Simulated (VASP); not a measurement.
# Ru (P6_3/mmc) in VASP: further runs

The runs below take Ru through single point, with PBEsol.

Everything below comes from runs of VASP 6.6.1. Logs are shortened: lines on timing, memory, paths and dates and some standing lists are left out, and cuts for length are marked.

**1. The cell of the first run**

It takes space group P6_3/mmc (No. 194, hexagonal). Conventional cell: a = 2.878 Å, b = 2.878 Å, c = 3.946 Å, α = 90.00°, β = 90.00°, γ = 120.00°. Ru (site symmetry -6m2) has 12 Ru at 2.58 to 2.88 Å within 3.4 Å.

**2. Single point, PBEsol**

INCAR

```
ALGO = Fast ; EDIFF = 1E-6
ENCUT = 520 ; GGA = PS
ISIF = 2 ; ISMEAR = 0
LASPH = True ; LCHARG = True
LELF = True ; LREAL = False
LVHAR = True ; LWAVE = False
NBANDS = 21 ; NELM = 60
PREC = Accurate ; SIGMA = 0.15
```

KPOINTS

```
k-points
0
Gamma
  18 18 10
```

POSCAR

```
Ru
1.0
    2.8780000000      0.0000000000      0.0000000000
   -1.4390000000      2.4924211121      0.0000000000
    0.0000000000      0.0000000000      3.9462000000
Ru
2
Direct
    0.3333333333      0.6666666667      0.2500000000
    0.6666666667      0.3333333333      0.7500000000
```

Potentials or basis: VASP PAW PBE potentials, release 64 (Ru_pv).

Launch:

```sh
$ cat potpaw_PBE.64/Ru_pv/POTCAR > POTCAR
$ mpirun -np 1 vasp_std > vasp.out
```

OUTCAR:

```text
EDIFF = 1E-6
   ENCUT = 520
   GGA = PS
   ISIF = 2
   ISMEAR = 0
   LASPH = True
   LREAL = False
   NELM = 60
   PREC = Accurate

 ion  position               nearest neighbor table
   1  0.333  0.667  0.250-   2 2.58   2 2.58   2 2.58   2 2.58   2 2.58   2 2.58
   2  0.667  0.333  0.750-   1 2.58   1 2.58   1 2.58   1 2.58   1 2.58   1 2.58

  LATTYP: Found a hexagonal cell.
 ALAT       =     2.8780000000
 C/A-ratio  =     1.3711605281

  Lattice vectors:

 A1 = (   2.8780000000,   0.0000000000,   0.0000000000)
 A2 = (  -1.4390000000,   2.4924211121,   0.0000000000)
 A3 = (   0.0000000000,   0.0000000000,   3.9462000000)

Analysis of symmetry for initial positions (statically):
=====================================================================
 Subroutine PRICEL returns:
 Original cell was already a primitive cell.

 Routine SETGRP: Setting up the symmetry group for a
 hexagonal supercell.

 Subroutine GETGRP returns: Found 24 space group operations
 (whereof 12 operations were pure point group operations)
 out of a pool of 24 trial point group operations.

The static configuration has the point symmetry D_3d.
 The point group associated with its full space group is D_6h.

Analysis of symmetry for dynamics (positions and initial velocities):
=====================================================================
 Subroutine PRICEL returns:
 Original cell was already a primitive cell.

 Routine SETGRP: Setting up the symmetry group for a
 hexagonal supercell.

 Subroutine GETGRP returns: Found 24 space group operations
 (whereof 12 operations were pure point group operations)
 out of a pool of 24 trial point group operations.

The dynamic configuration has the point symmetry D_3d.
 The point group associated with its full space group is D_6h.

 Subroutine INISYM returns: Found 24 space group operations
 (whereof 12 operations are pure point group operations),
 and found     1 'primitive' translations

----------------------------------------------------------------------------------------

                                     Primitive cell

  volume of cell :      28.3068

  direct lattice vectors                    reciprocal lattice vectors
     2.878000000  0.000000000  0.000000000     0.347463516  0.200608155  0.000000000
[... 75 lines left out ...]
   NGXF,Y,Z  is equivalent  to a cutoff of  27.73, 27.73, 25.28 a.u.
 SYSTEM =  unknown system
   PREC   = accura    normal or accurate (medium, high low for compatibility)
   ISTART =      0    job   : 0-new  1-cont  2-samecut
   ICHARG =      2    charge: 1-file 2-atom 10-const
   ISPIN  =      1    spin polarized calculation?
   LNONCOLLINEAR =      F non collinear calculations
   LSORBIT =      F    spin-orbit coupling
   LASPH  =      T    aspherical Exc in radial PAW
   ENCUT  =  520.0 eV  38.22 Ry    6.18 a.u.   5.35  5.35  7.34*2*pi/ulx,y,z
   NELM   =     60;   NELMIN=  2; NELMDL= -5     # of ELM steps
   EDIFF  = 0.1E-05   stopping-criterion for ELM
   LREAL  =      F    real-space projection
   EDIFFG = 0.1E-04   stopping-criterion for IOM
   NSW    =      0    number of steps for IOM
   IBRION =     -1    ionic relax: 0-MD 1-quasi-New 2-CG
   NFREE  =      0    steps in history (QN), initial steepest desc. (CG)
   ISIF   =      2    stress and relaxation
   ISYM   =      2    0-nonsym 1-usesym 2-fastsym
   POTIM  = 0.5000    time-step for ionic-motion
   TEBEG  =    0.0;   TEEND  =   0.0 temperature during run
   PSTRESS=    0.0 pullay stress
   NELECT =      28.0000    total number of electrons
   NUPDOWN=      -1.0000    fix difference up-down
   EMIN   =  10.00;   EMAX   =-10.00  energy-range for DOS
   EFERMI =   0.00;   METHOD = LEGACY
   ISMEAR =     0;   SIGMA  =   0.15  broadening in eV -4-tet -1-fermi 0-gaus
   EFERMI_NEDOS =   21; number of points for ismear=-14 and -15
   IALGO  =     68    algorithm
   IMIX   =      4    mixing-type and parameters
     AMIX     =   0.40;   BMIX     =  1.00
     AMIX_MAG =   1.60;   BMIX_MAG =  1.00
  volume/ion in A,a.u.               =      14.15        95.51
  Fermi-wavevector in a.u.,A,eV,Ry     =   1.631162  3.082449 36.200874  2.660689
  Thomas-Fermi vector in A             =   2.723344
   LORBIT       =      0    0 simple, 1 ext, 2 COOP (PROOUT), +10 PAW based schemes
   GGA     = PS    functional components
   LHFCALC =     F    Hartree Fock is set to
   AEXX    =    0.0000 exact exchange contribution
   IVDW    =     0    specifies the selected vdW correction
   LEPSILON=     F    determine dielectric tensor
   LRPA    =     F    only Hartree local field effects (RPA)
 non-spin polarized calculation
 RMM-DIIS sequential band-by-band and
 Gauss-broadening in eV      SIGMA  =   0.15
  energy-cutoff  :      520.00
  volume of cell :       28.31
 maximum number of plane-waves:       794
 NGX is ok and might be reduce to    24
   NGX = 11   NGY = 11   NGZ = 15

 number of electron      28.0000001 magnetization

 Free energy of the ion-electron system (eV)
  ---------------------------------------------------
  ext. energy  EPLUGINS =         0.00000000
  ---------------------------------------------------
  free energy    TOTEN  =       -19.84426623 eV

  energy without entropy =      -19.82171597  energy(sigma->0) =      -19.83299110

 E-fermi :  12.0277     XC(G=0): -13.9983

 val. band max:       12.0257106773   @ k =   0.2222  -0.0000   0.1000
 cond. band min:      12.0278019129   @ k =   0.3333   0.0556   0.2000
 fundamental gap:      0.0020912355
 Fermi energy:        12.0277252411

 k-point     1 :       0.0000    0.0000    0.0000
  band No.  band energies     occupation
      1     -31.6607      2.00000
      2     -30.8123      2.00000
      3     -30.8123      2.00000
      4     -30.5146      2.00000
      5     -30.5146      2.00000
      6     -30.3773      2.00000
[... 565 lines left out ...]
     20      23.4462      0.00000
     21      25.0005      0.00000

 [... further k-points ...]
[... 5 lines left out ...]
  --------------------------------------------------------------------------------------
  -------------------------------------------------------------------------------------
  Total       -4.5227291     -4.5227291      3.5017984      0.0000000      0.0000000      0.0000000
  in kB     -255.9881473   -255.9881473    198.2030900      0.0000000      0.0000000      0.0000000
  external PRESSURE =    -104.5910682 kB  Pullay stress =       0.0000000 kB

 VOLUME and BASIS-vectors are now :
 -----------------------------------------------------------------------------
  energy-cutoff  :      520.00
  volume of cell :       28.31
      direct lattice vectors                 reciprocal lattice vectors
     2.878000000  0.000000000  0.000000000     0.347463516  0.200608155  0.000000000
    -1.439000000  2.492421112  0.000000000     0.000000000  0.401216309  0.000000000
     0.000000000  0.000000000  3.946200000     0.000000000  0.000000000  0.253408342

 POSITION                                       TOTAL-FORCE (eV/Angst)
 -----------------------------------------------------------------------------------
     -0.00000      1.66161      0.98655         0.000000     -0.000000      0.000000
      1.43900      0.83081      2.95965        -0.000000      0.000000      0.000000
 -----------------------------------------------------------------------------------
    total drift:                               -0.000000      0.000000     -0.000000

  FREE ENERGIE OF THE ION-ELECTRON SYSTEM (eV)
  ---------------------------------------------------
  free  energy   TOTEN  =       -19.8442662330 eV

  energy  without entropy=      -19.8217159689  energy(sigma->0) =      -19.83299110
```

stdout:

```text
POSCAR found type information on POSCAR Ru
 POSCAR found :  1 types and       2 ions
 scaLAPACK will be used
 -----------------------------------------------------------------------------
|                                                                             |
|                                                                             |
|     You enforced a specific xc type in the INCAR file but a different       |
|     I HOPE YOU KNOW WHAT YOU ARE DOING!                                     |
|                                                                             |
 -----------------------------------------------------------------------------

 LDA part: xc-table for (Slater+PW92), standard interpolation
 POSCAR, INCAR and KPOINTS ok, starting setup
 FFT: planning ... GRIDC
 FFT: planning ... GRID_SOFT
 FFT: planning ... GRID
 WAVECAR not read
 entering main loop
```

Run time: 88 s. Hardware: 1 thread of Intel Xeon Platinum 8488C (Sapphire Rapids), shared host; peak memory 0.22 GiB.

Results:

```yaml
Free_energy: -19.8443 eV
Pressure: -10.5 GPa
Band_gap_on_the_k_mesh: zero (band 14 reaches 13.31 eV, above the bottom of band 15 at 10.76 eV)
```

Stress tensor (GPa, compression positive):
```
-25.60   0.00   0.00
  0.00 -25.60   0.00
  0.00   0.00  19.82
```

Levels at points of the mesh, in eV from the Fermi level:
| k point | band 11 | band 12 | band 13 | band 14 | band 15 | band 16 | band 17 | band 18 |
| --- | --- | --- | --- | --- | --- | --- | --- | --- |
| (0.00, 0.00, 0.00) | -2.36 | -2.36 | -1.71 | -1.71 | -1.09 | 1.09 | 1.09 | 2.91 |
| (0.50, 0.00, 0.00) | -2.27 | -1.25 | -0.70 | 0.45 | 1.23 | 2.32 | 3.30 | 5.12 |
| (0.00, 0.00, 0.50) | -3.29 | -3.29 | -1.89 | -1.89 | 0.75 | 0.75 | 0.75 | 0.75 |
| (0.50, 0.00, 0.50) | -1.59 | -1.59 | 0.22 | 0.22 | 0.99 | 0.99 | 2.93 | 2.93 |

Caveat: the PAW data sets were made with another functional, which shifts forces and pressure a little.

**3. Single point, PBEsol**

This run uses another cell than the first one, of 14.19 Å³/atom, 1.003 times its volume.

INCAR

```
PREC     = Accurate       # precision mode
ENCUT    = 520            # plane-wave cutoff, eV
EDIFF    = 1E-6           # SCF threshold, eV
ISMEAR   = 0              # smearing method
SIGMA    = 0.15           # smearing width, eV
LREAL    = False          # projectors in reciprocal space
LASPH    = True           # aspherical terms in the spheres
NELM     = 60             # most SCF steps
ALGO     = Fast           # electronic algorithm
ISIF     = 2              # what is computed and relaxed
LWAVE    = False          # write WAVECAR
LCHARG   = False          # write CHGCAR
GGA      = PS             # functional
NBANDS   = 21             # bands
```

KPOINTS

```
regular mesh
0
Gamma
  18 18 10
```

POSCAR

```
Ru
1.0
    2.6520000000      0.0000000000      0.0000000000
   -1.3260000000      2.2966993709      0.0000000000
    0.0000000000      0.0000000000      4.6606000000
Ru
2
Direct
    0.3333333333      0.6666666667      0.2500000000
    0.6666666667      0.3333333333      0.7500000000
```

Potentials or basis: VASP PAW PBE potentials, release 64 (Ru_pv).

Launch:

```sh
$ cat potpaw_PBE.64/Ru_pv/POTCAR > POTCAR
$ mpirun -np 1 vasp_std > vasp.out
```

Run time: 67 s. Hardware: 1 thread of Intel Xeon Platinum 8488C (Sapphire Rapids), shared host; peak memory 0.22 GiB.

The run converged. Its results:

```
Free energy            : -19.9613 eV
Pressure               : -16.0 GPa
Band gap on the k mesh : zero (band 14 reaches 13.31 eV, above the bottom of band 15 at 10.68 eV)
```

Stress tensor (GPa, compression positive):
```
 -1.57   0.00   0.00
  0.00  -1.57   0.00
  0.00   0.00 -44.99
```

Levels at points of the mesh, in eV from the Fermi level:
```csv
k point,band 12,band 13,band 14,band 15,band 16,band 17
"(0.00, 0.00, 0.00)",-1.95,-1.95,-0.56,-0.56,0.12,1.15
"(0.50, 0.00, 0.00)",-1.87,-1.39,1.38,1.94,2.15,4.00
"(0.00, 0.00, 0.50)",-2.37,-2.37,-2.37,0.54,0.54,0.54
"(0.50, 0.00, 0.50)",-0.64,0.41,0.41,2.06,2.06,3.23
```

Caveat: the PAW data sets were made with another functional, which shifts forces and pressure a little.

**4. Single point, PBEsol**

This run uses another cell than the first one, of 14.28 Å³/atom, 1.009 times its volume.

INCAR

```
SYSTEM = Ru
  PREC = Accurate
  ENCUT = 520
  EDIFF = 1E-6
  ISMEAR = 0
  SIGMA = 0.15
  LREAL = .False.
  LASPH = .True.
  NELM = 100
  ALGO = Fast
  ISIF = 2
  LWAVE = .False.
  LCHARG = .False.
  GGA = PS
  NBANDS = 21
```

KPOINTS

```
regular mesh
0
Gamma
  18 18 10
  0 0 0
```

POSCAR

```
Ru
1.0
    2.6896847531      0.0000000000      0.0000000000
   -1.3448423765      2.3293353243      0.0000000000
    0.0000000000      0.0000000000      4.5586000000
Ru
2
Direct
    0.3333333333      0.6666666667      0.2500000000
    0.6666666667      0.3333333333      0.7500000000
```

Launch:

```sh
$ cat potpaw_PBE.64/Ru_pv/POTCAR > POTCAR
$ mpirun -np 1 vasp_std > vasp.out
```

Run time: 73 s. Hardware: 1 thread of Intel Xeon Platinum 8488C (Sapphire Rapids), shared host; peak memory 0.22 GiB.

The run converged. Its results:

```
Free energy            : -20.0973 eV
Pressure               : -19.7 GPa
Band gap on the k mesh : zero (band 14 reaches 13.31 eV, above the bottom of band 15 at 10.57 eV)
```

Stress tensor (GPa, compression positive):
```
-10.12   0.00   0.00
  0.00 -10.12   0.00
  0.00   0.00 -38.90
```

Levels at points of the mesh, in eV from the Fermi level:
| k point | band 10 | band 11 | band 12 | band 13 | band 14 | band 15 | band 16 | band 17 | band 18 | band 19 |
| --- | --- | --- | --- | --- | --- | --- | --- | --- | --- | --- |
| (0.00, 0.00, 0.00) | -2.37 | -2.37 | -1.88 | -1.88 | -0.81 | -0.81 | 0.47 | 1.12 | 1.12 | 8.71 |
| (0.50, 0.00, 0.00) | -2.34 | -2.33 | -1.74 | -1.50 | 1.50 | 1.71 | 1.97 | 3.92 | 5.91 | 10.57 |
| (0.00, 0.00, 0.50) | -2.92 | -2.39 | -2.39 | -2.39 | -2.39 | 0.50 | 0.50 | 0.50 | 0.50 | 10.35 |
| (0.50, 0.00, 0.50) | -4.45 | -0.75 | -0.75 | 0.42 | 0.42 | 1.86 | 1.86 | 3.21 | 3.21 | 10.07 |

Caveat: the PAW data sets were made with another functional, which shifts forces and pressure a little.

**5. Summary**

```csv
cell,gap on the mesh (eV),pressure (GPa)
"a = 2.878, b = 2.878, c = 3.946 Å, angles 90.0, 90.0, 120.0°, 2 atoms",none,-10.5
"a = 2.652, b = 2.652, c = 4.661 Å, angles 90.0, 90.0, 120.0°, 2 atoms",none,-16.0
"a = 2.690, b = 2.690, c = 4.559 Å, angles 90.0, 90.0, 120.0°, 2 atoms",none,-19.7
```

Alike in all rows: task single point; level PBEsol; potentials or basis VASP PAW PBE potentials, release 64 (Ru_pv); no spin polarisation; k mesh 18 × 18 × 10; cutoff (eV) 520; smearing gaussian 0.15 eV.

Caveats: the PAW data sets were made with another functional, which shifts forces and pressure a little.

Total energies depend on the potentials used, so only differences within one code and one set of settings carry meaning.
